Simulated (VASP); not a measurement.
# MnPt (P4/mmm) in VASP: single point with LDA

Aim: the single point of MnPt with LDA.

Everything below comes from runs of VASP 6.6.1. Logs are shortened: lines on timing, memory, paths and dates and some standing lists are left out, and cuts for length are marked.

## 1. The cell of the first run

The structure is tetragonal, space group P4/mmm (No. 123). Conventional cell: a = 2.830 Å, b = 2.830 Å, c = 3.660 Å, α = 90.00°, β = 90.00°, γ = 90.00°. Mn (site symmetry 4/mmm) has 8 Pt at 2.71 Å and 6 Mn at 2.83 to 3.66 Å within 3.7 Å. Pt (site symmetry 4/mmm) has 8 Mn at 2.71 Å and 6 Pt at 2.83 to 3.66 Å within 3.7 Å.

## 2. Single point, LDA, collinear spin, ferromagnetic start

Input file INCAR:

```
SYSTEM = MnPt
PREC     = Accurate       ! precision mode
ENCUT    = 520            ! plane-wave cutoff, eV
EDIFF    = 1E-6           ! SCF threshold, eV
ISMEAR   = -1             ! smearing method
SIGMA    = 0.05           ! smearing width, eV
LREAL    = .False.        ! projectors in reciprocal space
LASPH    = .True.         ! aspherical terms in the spheres
NELM     = 150            ! most SCF steps
ALGO     = Normal         ! electronic algorithm
ISIF     = 2              ! what is computed and relaxed
LWAVE    = .False.        ! write WAVECAR
LCHARG   = .False.        ! write CHGCAR
ISPIN    = 2              ! spin polarisation
MAGMOM   = 4 0            ! initial moments
LORBIT   = 11             ! projections on sites
LMAXMIX  = 4              ! l up to which the mixer works
GGA      = CA             ! functional
NBANDS   = 22             ! bands
```

Input file KPOINTS:

```
regular mesh
0
Gamma
  10 10 8
  0 0 0
```

Input file POSCAR:

```
MnPt
1.0
    2.8300000000      0.0000000000      0.0000000000
    0.0000000000      2.8300000000      0.0000000000
    0.0000000000      0.0000000000      3.6600000000
Mn Pt
1 1
Direct
    0.0000000000      0.0000000000      0.0000000000
    0.5000000000      0.5000000000      0.5000000000
```

Potentials or basis: VASP PAW LDA potentials, release 64 (Mn_pv, Pt).

Launch:

```console
$ cat potpaw_LDA.64/Mn_pv/POTCAR potpaw_LDA.64/Pt/POTCAR > POTCAR
$ mpirun -np 1 vasp_std > vasp.out
```

OUTCAR:

```text
SYSTEM = MnPt
   PREC = Accurate
   ENCUT = 520
   EDIFF = 1E-6
   ISMEAR = -1
   LREAL = .False.
   LASPH = .True.
   NELM = 150
   ISIF = 2
   ISPIN = 2
   LORBIT = 11
   GGA = CA

 ion  position               nearest neighbor table
   1  0.000  0.000  0.000-   2 2.71   2 2.71   2 2.71   2 2.71   2 2.71   2 2.71   2 2.71   2 2.71

   2  0.500  0.500  0.500-   1 2.71   1 2.71   1 2.71   1 2.71   1 2.71   1 2.71   1 2.71   1 2.71

  LATTYP: Found a simple tetragonal cell.
 ALAT       =     2.8300000000
 C/A-ratio  =     1.2932862191

  Lattice vectors:

 A1 = (   2.8300000000,   0.0000000000,   0.0000000000)
 A2 = (   0.0000000000,   2.8300000000,   0.0000000000)
 A3 = (   0.0000000000,   0.0000000000,   3.6600000000)

Analysis of symmetry for initial positions (statically):
=====================================================================
 Subroutine PRICEL returns:
 Original cell was already a primitive cell.

 Routine SETGRP: Setting up the symmetry group for a
 simple tetragonal supercell.

 Subroutine GETGRP returns: Found 16 space group operations
 (whereof 16 operations were pure point group operations)
 out of a pool of 16 trial point group operations.

The static configuration has the point symmetry D_4h.

Analysis of symmetry for dynamics (positions and initial velocities):
=====================================================================
 Subroutine PRICEL returns:
 Original cell was already a primitive cell.

 Routine SETGRP: Setting up the symmetry group for a
 simple tetragonal supercell.

 Subroutine GETGRP returns: Found 16 space group operations
 (whereof 16 operations were pure point group operations)
 out of a pool of 16 trial point group operations.

The dynamic configuration has the point symmetry D_4h.

Analysis of structural, dynamic, and magnetic symmetry:
=====================================================================
 Subroutine PRICEL returns:
 Original cell was already a primitive cell.

 Routine SETGRP: Setting up the symmetry group for a
 simple tetragonal supercell.

 Subroutine GETGRP returns: Found 16 space group operations
 (whereof 16 operations were pure point group operations)
 out of a pool of 16 trial point group operations.

The overall configuration has the point symmetry D_4h.

 Subroutine INISYM returns: Found 16 space group operations
 (whereof 16 operations are pure point group operations),
 and found     1 'primitive' translations

----------------------------------------------------------------------------------------

                                     Primitive cell

  volume of cell :      29.3126

  direct lattice vectors                    reciprocal lattice vectors
     2.830000000  0.000000000  0.000000000     0.353356890  0.000000000  0.000000000
     0.000000000  2.830000000  0.000000000     0.000000000  0.353356890  0.000000000
     0.000000000  0.000000000  3.660000000     0.000000000  0.000000000  0.273224044

  length of vectors
     2.830000000  2.830000000  3.660000000     0.353356890  0.353356890  0.273224044

  position of ions in fractional coordinates (direct lattice)
     0.000000000  0.000000000  0.000000000
     0.500000000  0.500000000  0.500000000

  ion indices of the primitive-cell ions
   primitive index   ion index
                 1           1
                 2           2

----------------------------------------------------------------------------------------

 KPOINTS: regular mesh

Automatic generation of k-mesh.
 Grid dimensions read from file:
 generate k-points for:   10   10    8

 Generating k-lattice:

  Cartesian coordinates                     Fractional coordinates (reciprocal lattice)
     0.035335689  0.000000000  0.000000000     0.100000000  0.000000000  0.000000000
     0.000000000  0.035335689  0.000000000     0.000000000  0.100000000  0.000000000
     0.000000000  0.000000000  0.034153005     0.000000000  0.000000000  0.125000000

  Length of vectors
     0.035335689  0.035335689  0.034153005

  Shift w.r.t. Gamma in fractional coordinates (k-lattice)
     0.000000000  0.000000000  0.000000000

 Subroutine IBZKPT returns following result:
 ===========================================

 Found    105 irreducible k-points:

 Following reciprocal coordinates:
            Coordinates               Weight
  0.000000  0.000000  0.000000      1.000000
  0.100000  0.000000  0.000000      4.000000
  0.200000  0.000000  0.000000      4.000000
  0.300000  0.000000  0.000000      4.000000
  0.400000  0.000000  0.000000      4.000000
  0.500000  0.000000  0.000000      2.000000
[... 16 lines left out ...]
  0.100000  0.000000  0.125000      8.000000
  0.200000  0.000000  0.125000      8.000000
 [... further k-points ...]
   k-points           NKPTS =    105   k-points in BZ     NKDIM =    105   number of bands    NBANDS=     22
   number of dos      NEDOS =    301   number of ions     NIONS =      2
   total plane-waves  NPLWV =  16128
   dimension x,y,z NGX =    24 NGY =   24 NGZ =   28
   dimension x,y,z NGXF=    48 NGYF=   48 NGZF=   56
   ions per type =               1   1
   NGX,Y,Z   is equivalent  to a cutoff of  14.10, 14.10, 12.72 a.u.
   NGXF,Y,Z  is equivalent  to a cutoff of  28.20, 28.20, 25.44 a.u.
 SYSTEM =  MnPt
   PREC   = accura    normal or accurate (medium, high low for compatibility)
   ISTART =      0    job   : 0-new  1-cont  2-samecut
   ICHARG =      2    charge: 1-file 2-atom 10-const
   ISPIN  =      2    spin polarized calculation?
   LNONCOLLINEAR =      F non collinear calculations
   LSORBIT =      F    spin-orbit coupling
   LASPH  =      T    aspherical Exc in radial PAW
   ENCUT  =  520.0 eV  38.22 Ry    6.18 a.u.   5.26  5.26  6.81*2*pi/ulx,y,z
   NELM   =    150;   NELMIN=  2; NELMDL= -5     # of ELM steps
   EDIFF  = 0.1E-05   stopping-criterion for ELM
   LREAL  =      F    real-space projection
   EDIFFG = 0.1E-04   stopping-criterion for IOM
   NSW    =      0    number of steps for IOM
   IBRION =     -1    ionic relax: 0-MD 1-quasi-New 2-CG
   NFREE  =      0    steps in history (QN), initial steepest desc. (CG)
   ISIF   =      2    stress and relaxation
   ISYM   =      2    0-nonsym 1-usesym 2-fastsym
   POTIM  = 0.5000    time-step for ionic-motion
   TEBEG  =    0.0;   TEEND  =   0.0 temperature during run
   PSTRESS=    0.0 pullay stress
   NELECT =      23.0000    total number of electrons
   NUPDOWN=      -1.0000    fix difference up-down
   EMIN   =  10.00;   EMAX   =-10.00  energy-range for DOS
   EFERMI =   0.00;   METHOD = LEGACY
   ISMEAR =    -1;   SIGMA  =   0.05  broadening in eV -4-tet -1-fermi 0-gaus
   EFERMI_NEDOS =   21; number of points for ismear=-14 and -15
   IALGO  =     38    algorithm
   IMIX   =      4    mixing-type and parameters
     AMIX     =   0.40;   BMIX     =  1.00
     AMIX_MAG =   1.60;   BMIX_MAG =  1.00
  volume/ion in A,a.u.               =      14.66        98.91
  Fermi-wavevector in a.u.,A,eV,Ry     =   1.509962  2.853415 31.021098  2.279986
  Thomas-Fermi vector in A             =   2.620215
   LORBIT       =     11    0 simple, 1 ext, 2 COOP (PROOUT), +10 PAW based schemes
   GGA     = CA    functional components
   LHFCALC =     F    Hartree Fock is set to
   AEXX    =    0.0000 exact exchange contribution
   IVDW    =     0    specifies the selected vdW correction
   LEPSILON=     F    determine dielectric tensor
   LRPA    =     F    only Hartree local field effects (RPA)
 spin polarized calculation
  energy-cutoff  :      520.00
  volume of cell :       29.31
 maximum number of plane-waves:       808
 NGX is ok and might be reduce to    24
   NGX = 11   NGY = 11   NGZ = 13

 number of electron      23.0000003 magnetization       4.0013536

 Free energy of the ion-electron system (eV)
  ---------------------------------------------------
  ext. energy  EPLUGINS =         0.00000000
  ---------------------------------------------------
  free energy    TOTEN  =       -17.60643597 eV

  energy without entropy =      -17.59164201  energy(sigma->0) =      -17.59903899

 E-fermi :   9.3284     XC(G=0): -13.1813

 val. band max:        9.3185000853   @ k =   0.4000   0.0000   0.5000
 cond. band min:       9.3315950268   @ k =   0.2000   0.1000   0.5000
 fundamental gap:      0.0130949414
 Fermi energy:         9.3283530145

 spin component 1

 k-point     1 :       0.0000    0.0000    0.0000
  band No.  band energies     occupation
      1     -39.7516      1.00000
      2     -39.7006      1.00000
      3     -39.7006      1.00000
      4       0.0896      1.00000
      5       3.3883      1.00000
      6       3.5228      1.00000
[... 14 lines left out ...]
     21      27.6663      0.00000
     22      29.5910      0.00000
[... 552 lines left out ...]
  band No.  band energies     occupation
      1     -39.7497      1.00000
      2     -39.7372      1.00000
      3     -39.6978      1.00000
      4       1.1733      1.00000
      5       3.8545      1.00000
      6       4.2525      1.00000
[... 14 lines left out ...]
     21      27.7254      0.00000
     22      31.0852      0.00000

 [... further k-points ...]

 spin component 2

 k-point     1 :       0.0000    0.0000    0.0000
  band No.  band energies     occupation
      1     -36.2902      1.00000
      2     -36.2121      1.00000
      3     -36.2121      1.00000
      4       0.4905      1.00000
      5       4.0011      1.00000
      6       4.0210      1.00000
[... 14 lines left out ...]
     21      28.5646      0.00000
     22      29.9191      0.00000
[... 552 lines left out ...]
  band No.  band energies     occupation
      1     -36.2880      1.00000
      2     -36.2548      1.00000
      3     -36.2088      1.00000
      4       1.5802      1.00000
      5       4.3793      1.00000
      6       4.8219      1.00000
[... 14 lines left out ...]
     21      28.4771      0.00000
     22      31.4818      0.00000

 [... further k-points ...]

------------------------ aborting loop because EDIFF is reached ----------------------------------------

  FORCE on cell =-STRESS in cart. coord.  units (eV):
  Direction    XX          YY          ZZ          XY          YZ          ZX
  --------------------------------------------------------------------------------------
  -------------------------------------------------------------------------------------
  Total       -1.9109008     -1.9109008     -2.5823025      0.0000000     -0.0000000      0.0000000
  in kB     -104.4467091   -104.4467091   -141.1444312      0.0000000     -0.0000000      0.0000000
  external PRESSURE =    -116.6792831 kB  Pullay stress =       0.0000000 kB

 VOLUME and BASIS-vectors are now :
 -----------------------------------------------------------------------------
  energy-cutoff  :      520.00
  volume of cell :       29.31
      direct lattice vectors                 reciprocal lattice vectors
     2.830000000  0.000000000  0.000000000     0.353356890  0.000000000  0.000000000
     0.000000000  2.830000000  0.000000000     0.000000000  0.353356890  0.000000000
     0.000000000  0.000000000  3.660000000     0.000000000  0.000000000  0.273224044

 POSITION                                       TOTAL-FORCE (eV/Angst)
 -----------------------------------------------------------------------------------
      0.00000      0.00000      0.00000         0.000000      0.000000      0.000000
      1.41500      1.41500      1.83000         0.000000      0.000000      0.000000
 -----------------------------------------------------------------------------------
    total drift:                                0.000000      0.000000     -0.000000

  FREE ENERGIE OF THE ION-ELECTRON SYSTEM (eV)
  ---------------------------------------------------
  free  energy   TOTEN  =       -17.6064359750 eV

  energy  without entropy=      -17.5916420073  energy(sigma->0) =      -17.59903899

 total charge

# of ion       s       p       d       tot
------------------------------------------
    1        0.312   6.260   4.978  11.551
    2        0.703   0.605   8.047   9.356
--------------------------------------------------
tot          1.016   6.865  13.025  20.907

 magnetization (x)

# of ion       s       p       d       tot
------------------------------------------
    1        0.011   0.015   3.498   3.523
    2       -0.030  -0.028   0.383   0.325
--------------------------------------------------
tot         -0.019  -0.013   3.881   3.848
```

Wall time 2.2 min (1 thread of Intel Xeon 8259CL, shared host); peak memory 0.22 GiB.

Results:

```
Free energy                                           : -17.6064 eV
Pressure                                              : -11.7 GPa
Net moment                                            : 4.00 μB per cell
Site moments                                          : Mn +3.52; Pt +0.33 μB
Valence electrons inside the program's atomic spheres : Mn 11.55; Pt 9.36
```

Levels at points of the mesh, in eV from the Fermi level:
Spin up:
```csv
k point,band 11,band 12,band 13,band 14,band 15,band 16
"(0.00, 0.00, 0.00)",-1.12,-0.28,0.06,0.06,2.96,10.43
"(0.50, 0.00, 0.00)",-1.83,-1.76,-1.40,0.51,1.40,10.90
"(0.50, 0.50, 0.00)",0.10,0.21,0.21,1.15,1.15,6.66
"(0.00, 0.00, 0.50)",-1.65,-1.63,-1.63,-1.10,-1.07,15.11
"(0.50, 0.00, 0.50)",-0.60,-0.44,-0.32,-0.14,-0.04,4.41
"(0.50, 0.50, 0.50)",-1.41,-0.60,0.11,6.76,6.76,6.99
```
Spin down:
| k point | band 7 | band 8 | band 9 | band 10 | band 11 | band 12 | band 13 | band 14 |
| --- | --- | --- | --- | --- | --- | --- | --- | --- |
| (0.00, 0.00, 0.00) | -2.33 | -2.33 | -1.05 | 0.23 | 1.39 | 2.32 | 2.44 | 2.44 |
| (0.50, 0.00, 0.00) | -3.11 | -2.44 | -1.55 | -0.34 | -0.13 | 1.06 | 1.55 | 1.73 |
| (0.50, 0.50, 0.00) | -4.54 | 0.41 | 1.35 | 1.65 | 1.65 | 2.43 | 2.56 | 2.56 |
| (0.00, 0.00, 0.50) | -2.08 | -2.06 | -2.06 | -0.87 | -0.52 | 1.20 | 1.20 | 1.22 |
| (0.50, 0.00, 0.50) | -2.42 | -2.32 | -0.10 | -0.06 | 0.55 | 0.82 | 2.26 | 2.39 |
| (0.50, 0.50, 0.50) | -1.48 | -1.42 | -0.84 | -0.84 | 0.42 | 1.75 | 2.78 | 7.17 |

Caveat: the cell stands under tension; spin-orbit coupling is left out, which moves the levels of the heavy elements.
